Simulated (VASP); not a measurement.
# Ge15H24 in VASP: single point with PBE

Aim: the single point of Ge15H24 with PBE.

Program: VASP 6.6.1. These are calculated values, not measurements. Logs are shortened: lines on timing, memory, paths and dates and some standing lists are left out, and cuts for length are marked.

## 1. The cell of the first run

The cell holds a cluster in a box, 39 atoms: a = 15.000 Å, b = 16.800 Å, c = 17.100 Å, α = 90.00°, β = 90.00°, γ = 90.00°.

## 2. Single point, PBE

INCAR

```
SYSTEM = Ge5H8
PREC = Accurate ; ENCUT = 520
EDIFF = 1E-6 ; ISMEAR = 0
SIGMA = 0.05 ; LREAL = Auto
LASPH = .TRUE. ; NELM = 80
ALGO = Normal ; ISIF = 2
LWAVE = .FALSE. ; LCHARG = .TRUE.
GGA = PE ; LELF = .TRUE.
LVHAR = .TRUE. ; NBANDS = 142
```

KPOINTS

```
Automatic mesh
0
G
  1 1 1
  0 0 0
```

POSCAR

```
Ge5H8
1.0
   15.0000000000      0.0000000000      0.0000000000
    0.0000000000     16.8000000000      0.0000000000
    0.0000000000      0.0000000000     17.1000000000
Ge H
15 24
Direct
    0.4040401708      0.3748229257      0.4511197011
    0.3915437823      0.7170778447      0.4503876260
    0.5061438177      0.2852294017      0.3822767464
    0.4877407786      0.6314403357      0.3708624599
    0.5061384309      0.6198242012      0.7110011749
    0.3915348995      0.5504958906      0.2867343540
    0.4040356190      0.5497555939      0.6229759536
    0.4911820873      0.4649670123      0.5344185920
    0.6115777893      0.3583163034      0.3008158309
    0.6115771081      0.7027391047      0.6392010657
    0.3104179017      0.6440608177      0.5513571569
    0.6862140402      0.6275427241      0.5360307505
    0.5866775459      0.5490597738      0.4518002362
    0.3104166883      0.4477193846      0.3584722870
    0.6862164927      0.4633253643      0.3746961797
    0.3419561265      0.3233925089      0.5033755304
    0.4476491176      0.7831844113      0.4893372960
    0.3234050318      0.7582538181      0.3958474357
    0.4523100037      0.2258966782      0.3316650228
    0.5592731340      0.2361438418      0.4429573615
    0.5455806957      0.6856419739      0.3176063608
    0.4523035435      0.6713387844      0.7692928242
    0.5592653621      0.5580584293      0.7592256448
    0.4476349942      0.5108539257      0.2217818986
    0.3233921200      0.6060114234      0.2462874338
    0.3419481270      0.4965693372      0.6735035294
    0.5532401282      0.4125342832      0.5859366550
    0.5612586470      0.3955694595      0.2309886602
    0.6820041163      0.3004656600      0.2670684982
    0.5612634826      0.7738187428      0.6026064069
    0.6820049067      0.7370816046      0.6960393825
    0.2691026289      0.7039445016      0.6097312873
    0.2326069368      0.5985074867      0.5125375936
    0.7439241504      0.6837427676      0.4851996169
    0.7503646104      0.5673254107      0.5751469835
    0.2691011033      0.3883034905      0.2996387800
    0.2326066068      0.4872282441      0.4032307945
    0.7503676429      0.4235104952      0.4338565414
    0.7439259857      0.5150649421      0.3194820601
```

Potentials or basis: VASP PAW PBE potentials, release 64 (Ge_d, H).

Run with:

```bash
$ cat potpaw_PBE.64/Ge_d/POTCAR potpaw_PBE.64/H/POTCAR > POTCAR
$ mpirun -np 1 vasp_gam > vasp.out
```

OUTCAR:

```text
SYSTEM = Ge5H8
   PREC = Accurate
   ENCUT = 520
   EDIFF = 1E-6
   ISMEAR = 0
   LREAL = Auto
   LASPH = .TRUE.
   NELM = 80
   ISIF = 2
   GGA = PE

 ion  position               nearest neighbor table
   1  0.404  0.375  0.451-  16 1.55  14 2.45   3 2.45   8 2.46
   2  0.392  0.717  0.450-  17 1.54  18 1.55  11 2.44   4 2.45
   3  0.506  0.285  0.382-  20 1.55  19 1.55   9 2.44   1 2.45
   4  0.488  0.631  0.371-  21 1.55   2 2.45   6 2.45  13 2.46
   5  0.506  0.620  0.711-  23 1.55  22 1.55  10 2.44   7 2.45
   6  0.392  0.550  0.287-  24 1.54  25 1.55  14 2.44   4 2.45
   7  0.404  0.550  0.623-  26 1.55  11 2.45   5 2.45   8 2.46
   8  0.491  0.465  0.534-  27 1.56   1 2.46   7 2.46  13 2.46
   9  0.612  0.358  0.301-  28 1.55  29 1.55   3 2.44  15 2.44
  10  0.612  0.703  0.639-  30 1.55  31 1.55   5 2.44  12 2.44
  11  0.310  0.644  0.551-  33 1.55  32 1.55   2 2.44   7 2.45
  12  0.686  0.628  0.536-  34 1.55  35 1.55  10 2.44  13 2.46
  13  0.587  0.549  0.452-   4 2.46  12 2.46  15 2.46   8 2.46
  14  0.310  0.448  0.358-  37 1.55  36 1.55   6 2.44   1 2.45
  15  0.686  0.463  0.375-  39 1.55  38 1.55   9 2.44  13 2.46
  16  0.342  0.323  0.503-   1 1.55
  17  0.448  0.783  0.489-   2 1.54
  18  0.323  0.758  0.396-   2 1.55
  19  0.452  0.226  0.332-   3 1.55
  20  0.559  0.236  0.443-   3 1.55
  21  0.546  0.686  0.318-   4 1.55
[... 16 lines left out ...]
  38  0.750  0.424  0.434-  15 1.55
  39  0.744  0.515  0.319-  15 1.55

  LATTYP: Found a simple orthorhombic cell.
 ALAT       =    15.0000000000
 B/A-ratio  =     1.1200000000
 C/A-ratio  =     1.1400000000

  Lattice vectors:

 A1 = (  15.0000000000,   0.0000000000,   0.0000000000)
 A2 = (   0.0000000000,  16.8000000000,   0.0000000000)
 A3 = (   0.0000000000,   0.0000000000,  17.1000000000)

Analysis of symmetry for initial positions (statically):
=====================================================================
 Subroutine PRICEL returns:
 Original cell was already a primitive cell.

 Routine SETGRP: Setting up the symmetry group for a
 simple orthorhombic supercell.

 Subroutine GETGRP returns: Found  1 space group operations
 (whereof  1 operations were pure point group operations)
 out of a pool of  8 trial point group operations.

The static configuration has the point symmetry C_1 .

Analysis of symmetry for dynamics (positions and initial velocities):
=====================================================================
 Subroutine PRICEL returns:
 Original cell was already a primitive cell.

 Routine SETGRP: Setting up the symmetry group for a
 simple orthorhombic supercell.

 Subroutine GETGRP returns: Found  1 space group operations
 (whereof  1 operations were pure point group operations)
 out of a pool of  8 trial point group operations.

The dynamic configuration has the point symmetry C_1 .

 Subroutine INISYM returns: Found  1 space group operations
 (whereof  1 operations are pure point group operations),
 and found     1 'primitive' translations

----------------------------------------------------------------------------------------

                                     Primitive cell

  volume of cell :    4309.2000

  direct lattice vectors                    reciprocal lattice vectors
    15.000000000  0.000000000  0.000000000     0.066666667  0.000000000  0.000000000
     0.000000000 16.800000000  0.000000000     0.000000000  0.059523810  0.000000000
     0.000000000  0.000000000 17.100000000     0.000000000  0.000000000  0.058479532

  length of vectors
    15.000000000 16.800000000 17.100000000     0.066666667  0.059523810  0.058479532

  position of ions in fractional coordinates (direct lattice)
     0.404040171  0.374822926  0.451119701
     0.391543782  0.717077845  0.450387626
     0.506143818  0.285229402  0.382276746
     0.487740779  0.631440336  0.370862460
     0.506138431  0.619824201  0.711001175
     0.391534900  0.550495891  0.286734354
[... 31 lines left out ...]
     0.750367643  0.423510495  0.433856541
     0.743925986  0.515064942  0.319482060

  ion indices of the primitive-cell ions
   primitive index   ion index
                 1           1
                 2           2
                 3           3
                 4           4
                 5           5
                 6           6
[... 31 lines left out ...]
                38          38
                39          39

----------------------------------------------------------------------------------------

 KPOINTS: Automatic mesh

Automatic generation of k-mesh.
 Grid dimensions read from file:
 generate k-points for:    1    1    1

 Generating k-lattice:

  Cartesian coordinates                     Fractional coordinates (reciprocal lattice)
     0.066666667  0.000000000  0.000000000     1.000000000  0.000000000  0.000000000
     0.000000000  0.059523810  0.000000000     0.000000000  1.000000000  0.000000000
     0.000000000  0.000000000  0.058479532     0.000000000  0.000000000  1.000000000

  Length of vectors
     0.066666667  0.059523810  0.058479532

  Shift w.r.t. Gamma in fractional coordinates (k-lattice)
     0.000000000  0.000000000  0.000000000

 Subroutine IBZKPT returns following result:
 ===========================================

 Found      1 irreducible k-points:

 Following reciprocal coordinates:
            Coordinates               Weight
  0.000000  0.000000  0.000000      1.000000
   k-points           NKPTS =      1   k-points in BZ     NKDIM =      1   number of bands    NBANDS=    142
   number of dos      NEDOS =    301   number of ions     NIONS =     39
   total plane-waves  NPLWV = ******
   dimension x,y,z NGX =   112 NGY =  126 NGZ =  128
   dimension x,y,z NGXF=   224 NGYF=  252 NGZF=  256
   ions per type =              15  24
   NGX,Y,Z   is equivalent  to a cutoff of  12.41, 12.47, 12.44 a.u.
   NGXF,Y,Z  is equivalent  to a cutoff of  24.83, 24.94, 24.89 a.u.
 SYSTEM =  Ge5H8
   PREC   = accura    normal or accurate (medium, high low for compatibility)
   ISTART =      0    job   : 0-new  1-cont  2-samecut
   ICHARG =      2    charge: 1-file 2-atom 10-const
   ISPIN  =      1    spin polarized calculation?
   LNONCOLLINEAR =      F non collinear calculations
   LSORBIT =      F    spin-orbit coupling
   LASPH  =      T    aspherical Exc in radial PAW
   ENCUT  =  520.0 eV  38.22 Ry    6.18 a.u.  27.89 31.24 31.79*2*pi/ulx,y,z
   NELM   =     80;   NELMIN=  2; NELMDL= -5     # of ELM steps
   EDIFF  = 0.1E-05   stopping-criterion for ELM
   LREAL  =      T    real-space projection
   EDIFFG = 0.1E-04   stopping-criterion for IOM
   NSW    =      0    number of steps for IOM
   IBRION =     -1    ionic relax: 0-MD 1-quasi-New 2-CG
   NFREE  =      0    steps in history (QN), initial steepest desc. (CG)
   ISIF   =      2    stress and relaxation
   ISYM   =      2    0-nonsym 1-usesym 2-fastsym
   POTIM  = 0.5000    time-step for ionic-motion
   TEBEG  =    0.0;   TEEND  =   0.0 temperature during run
   PSTRESS=    0.0 pullay stress
   NELECT =     234.0000    total number of electrons
   NUPDOWN=      -1.0000    fix difference up-down
   EMIN   =  10.00;   EMAX   =-10.00  energy-range for DOS
   EFERMI =   0.00;   METHOD = LEGACY
   ISMEAR =     0;   SIGMA  =   0.05  broadening in eV -4-tet -1-fermi 0-gaus
   EFERMI_NEDOS =   21; number of points for ismear=-14 and -15
   IALGO  =     38    algorithm
   IMIX   =      4    mixing-type and parameters
     AMIX     =   0.40;   BMIX     =  1.00
     AMIX_MAG =   1.60;   BMIX_MAG =  1.00
  volume/ion in A,a.u.               =     110.49       745.64
  Fermi-wavevector in a.u.,A,eV,Ry     =   0.619937  1.171512  5.229025  0.384322
  Thomas-Fermi vector in A             =   1.678912
   LORBIT       =      0    0 simple, 1 ext, 2 COOP (PROOUT), +10 PAW based schemes
   GGA     = PE    functional components
   LHFCALC =     F    Hartree Fock is set to
   AEXX    =    0.0000 exact exchange contribution
   IVDW    =     0    specifies the selected vdW correction
   LEPSILON=     F    determine dielectric tensor
   LRPA    =     F    only Hartree local field effects (RPA)
 non-spin polarized calculation
 Gauss-broadening in eV      SIGMA  =   0.05
  energy-cutoff  :      520.00
  volume of cell :     4309.20
 maximum number of plane-waves:     58036
 NGX is ok and might be reduce to   112
   NGX = 55   NGY = 63   NGZ = 63

 number of electron     234.0000032 magnetization

 Free energy of the ion-electron system (eV)
  ---------------------------------------------------
  ext. energy  EPLUGINS =         0.00000000
  ---------------------------------------------------
  free energy    TOTEN  =      -144.25243410 eV

  energy without entropy =     -144.25243410  energy(sigma->0) =     -144.25243410

 E-fermi :  -4.8916     XC(G=0):  -1.6540

 val. band max:       -5.2148874483   @ k =   0.0000   0.0000   0.0000
 cond. band min:      -1.3578859277   @ k =   0.0000   0.0000   0.0000
 fundamental gap:      3.8570015206
 Fermi energy:        -4.8915909593

 k-point     1 :       0.0000    0.0000    0.0000
  band No.  band energies     occupation
      1     -28.1254      2.00000
      2     -28.1143      2.00000
      3     -28.1118      2.00000
      4     -28.1109      2.00000
      5     -28.0942      2.00000
      6     -28.0927      2.00000
[... 121 lines left out ...]
    128      -0.3827      0.00000
    129      -0.3407      0.00000
 [bands above 129 left out]

------------------------ aborting loop because EDIFF is reached ----------------------------------------

  FORCE on cell =-STRESS in cart. coord.  units (eV):
  Direction    XX          YY          ZZ          XY          YZ          ZX
  --------------------------------------------------------------------------------------
  -------------------------------------------------------------------------------------
  Total       -1.0139809     -0.8077906     -0.8047344      0.1066457     -0.0187925     -0.1063948
  in kB       -0.3770020     -0.3003397     -0.2992034      0.0396513     -0.0069871     -0.0395580
  external PRESSURE =      -0.3255150 kB  Pullay stress =       0.0000000 kB

 VOLUME and BASIS-vectors are now :
 -----------------------------------------------------------------------------
  energy-cutoff  :      520.00
  volume of cell :     4309.20
      direct lattice vectors                 reciprocal lattice vectors
    15.000000000  0.000000000  0.000000000     0.066666667  0.000000000  0.000000000
     0.000000000 16.800000000  0.000000000     0.000000000  0.059523810  0.000000000
     0.000000000  0.000000000 17.100000000     0.000000000  0.000000000  0.058479532

 POSITION                                       TOTAL-FORCE (eV/Angst)
 -----------------------------------------------------------------------------------
      6.06060      6.29703      7.71415        -0.029812     -0.031250      0.023727
      5.87316     12.04691      7.70163        -0.010990      0.027444      0.014028
      7.59216      4.79185      6.53693         0.023967     -0.034035      0.004371
      7.31611     10.60820      6.34175         0.015360      0.025845     -0.025361
      7.59208     10.41305     12.15812         0.024051     -0.004388      0.033023
      5.87302      9.24833      4.90316        -0.010750     -0.013946     -0.028141
[... 31 lines left out ...]
     11.25551      7.11498      7.41895        -0.017316      0.016468     -0.025756
     11.15889      8.65309      5.46314        -0.025047     -0.022156      0.016196
 -----------------------------------------------------------------------------------
    total drift:                               -0.002575      0.002437     -0.002377

  FREE ENERGIE OF THE ION-ELECTRON SYSTEM (eV)
  ---------------------------------------------------
  free  energy   TOTEN  =      -144.2524340991 eV

  energy  without entropy=     -144.2524340991  energy(sigma->0) =     -144.25243410
```

Wall time 15 min (1 thread of Intel Xeon 6975P-C (Granite Rapids), shared host); peak memory 2.6 GiB.

What came out:

- Free energy: -144.2524 eV
- Largest force: 0.052 eV/Å
- Gap between the frontier levels: 3.86 eV

Forces in eV/Å, atoms in the order of the input:
```
Ge  -0.030 -0.031  0.024
Ge  -0.011  0.027  0.014
Ge   0.024 -0.034  0.004
Ge   0.015  0.026 -0.025
Ge   0.024 -0.004  0.033
Ge  -0.011 -0.014 -0.028
Ge  -0.030 -0.024  0.031
Ge   0.031 -0.009  0.008
Ge  -0.010 -0.004 -0.050
Ge  -0.010  0.051  0.004
Ge  -0.023  0.017 -0.006
Ge   0.035  0.008  0.003
Ge  -0.013 -0.010  0.009
Ge  -0.023  0.006 -0.018
Ge   0.035 -0.002 -0.007
H    0.015  0.018 -0.010
H   -0.003 -0.024 -0.007
H    0.020 -0.005  0.009
H    0.021  0.025  0.022
H   -0.033  0.027 -0.019
H   -0.022 -0.011  0.011
H    0.021 -0.022 -0.025
H   -0.033  0.018 -0.026
H   -0.003  0.007  0.024
H    0.020 -0.009  0.005
H    0.015  0.010 -0.018
H   -0.024  0.008 -0.009
H    0.021 -0.015  0.037
H   -0.023  0.024  0.014
H    0.021 -0.037  0.015
H   -0.023 -0.014 -0.024
H    0.013 -0.021 -0.018
H    0.031  0.008  0.013
H   -0.025 -0.016  0.022
H   -0.017  0.026 -0.016
H    0.013  0.018  0.021
H    0.031 -0.013 -0.008
H   -0.017  0.016 -0.026
H   -0.025 -0.022  0.016
```

Levels at points of the mesh, in eV from the valence-band top:
```
           k point  band 115  band 116  band 117  band 118  band 119  band 120
(0.00, 0.00, 0.00)     -0.39     -0.27      0.00      3.86      3.98      4.25
```
